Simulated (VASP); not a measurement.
Runs of VASP 6.6.1 on TiAl. The structure is that of space group P-6m2 (No. 187), or close to it. The cells are those of the table. 

```tsv
cell	k mesh	cutoff (eV)	smearing	gap on the mesh (eV)	pressure (GPa)
a = 2.848, b = 2.848, c = 4.619 Å, angles 90.0, 90.0, 120.0°, 2 atoms	18 × 18 × 10	520	gaussian 0.15 eV	none	0.1
a = 2.848, b = 2.848, c = 4.619 Å, angles 90.0, 90.0, 120.0°, 2 atoms	21 × 21 × 12	520	gaussian 0.15 eV	none	0.1
a = 2.867, b = 2.867, c = 4.678 Å, angles 90.0, 90.0, 120.0°, 2 atoms	9 × 9 × 4	500	gaussian 0.1 eV	none	(a)
a = 2.848, b = 2.848, c = 4.619 Å, angles 90.0, 90.0, 120.0°, 2 atoms	18 × 18 × 10	520	gaussian 0.1 eV	none	0.0
```

Alike in all rows: task single point; level PBEsol; potentials or basis VASP PAW PBE potentials, release 64 (Ti_sv, Al); no spin polarisation.

Question: Fill in the values left out.

Answer: (a) -2.8.

Caveats: the PAW data sets were made with another functional, which shifts forces and pressure a little.

A gap of «none» marks levels without a gap at the run's occupations.
